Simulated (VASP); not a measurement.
Write the native input for VASP 6.6.1 that does the following.

```
Task                   : single point
Functional             : PBE
Potentials or basis    : VASP PAW PBE potentials, release 64 (Ba_sv, Ti_sv, O)
Cutoff                 : 520 eV
k mesh                 : 7 × 7 × 7
Occupations            : fermi-dirac, width 0.05 eV
Spin                   : no spin polarisation
Dipole correction      : no
Further INCAR settings : ALGO = Normal; EDIFF = 1e-06; NBANDS = 28
```

The structure of BaTiO3 (Barioperovskite) lies in POSCAR:

```
BaTiO3
1.0
    4.0118948090      0.0000000000      0.0000000000
    0.0000000000      2.8556879648      2.8639926021
    0.0000000000     -2.8556879648      2.8639926021
Ba Ti O
1 1 3
Direct
    0.0000000000      0.0000000000      0.0000000000
    0.5000000000      0.5124000000      0.5124000000
    0.5000000000      0.9918400000      0.5052400000
    0.5000000000      0.5052400000      0.9918400000
    0.0000000000      0.4874000000      0.4874000000
```

One way to write it, as run:

INCAR

```
  PREC = Accurate
  ENCUT = 520
  EDIFF = 1E-6
  ISMEAR = -1
  SIGMA = 0.05
  LREAL = False
  LASPH = True
  NELM = 60
  ALGO = Normal
  ISIF = 2
  LWAVE = False
  LCHARG = False
  GGA = PE
  NBANDS = 28
```

KPOINTS

```
regular mesh
0
Gamma
  7 7 7
```

Potentials or basis: VASP PAW PBE potentials, release 64 (Ba_sv, Ti_sv, O).

Command:

```bash
$ cat potpaw_PBE.64/Ba_sv/POTCAR potpaw_PBE.64/Ti_sv/POTCAR potpaw_PBE.64/O/POTCAR > POTCAR
$ mpirun -np 1 vasp_std > vasp.out
```

It gave:

```json
{
 "Pressure": "0.7 GPa",
 "Largest force": "0.313 eV/Å",
 "Band gap on the k mesh": "1.88 eV, indirect (least direct gap 2.03 eV)"
}
```

Caveat: spin-orbit coupling is left out, which moves the levels of the heavy elements.

It took 2.7 min on 1 thread of AMD EPYC 7R43 64-Core Processor (Zen 3) (shared host), peak memory 0.21 GiB.
